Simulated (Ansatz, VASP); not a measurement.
# LuSi2 in VASP and in Ansatz

```xyz
3
Lattice="4.0893 0.0000 0.0000 -2.0447 3.5415 0.0000 0.0000 0.0000 3.7962" Properties=species:S:1:pos:R:3 pbc="T T T"
Lu    0.0000    0.0000    0.0000
Si   -0.2454    2.2193    1.8981
Si    2.2900    1.3221    1.8981
```

Change from the starting cell: shortest bond scaled by 0.76, LAPW.

Alike in both runs: task single point; functional PBEsol; k mesh 9 × 9 × 8; occupations fermi-dirac, width 0.05 eV; no spin polarisation.

|  | VASP | Ansatz |
| --- | --- | --- |
| version | VASP 6.6.1 | Ansatz 0.2.0 |
| potentials or method | VASP PAW PBE potentials, release 64 (Lu, Si), cutoff 520 eV | all-electron LAPW, scalar-relativistic |

```csv
,VASP,Ansatz,Ansatz less VASP
pressure (GPa),16.2,16.1,-0.12
"traceless stress, the component that is largest in VASP (GPa)",28.04,28.24,+0.194
rms of the force components (eV/Å),6.736,6.750,+0.0146
```

VASP's potentials were made for PBE, not for PBEsol. Atom by atom the forces differ by 0.015 eV/Å (rms over components). Ansatz ran all-electron here, and VASP with PAW potentials.

Spin-orbit coupling is off throughout.
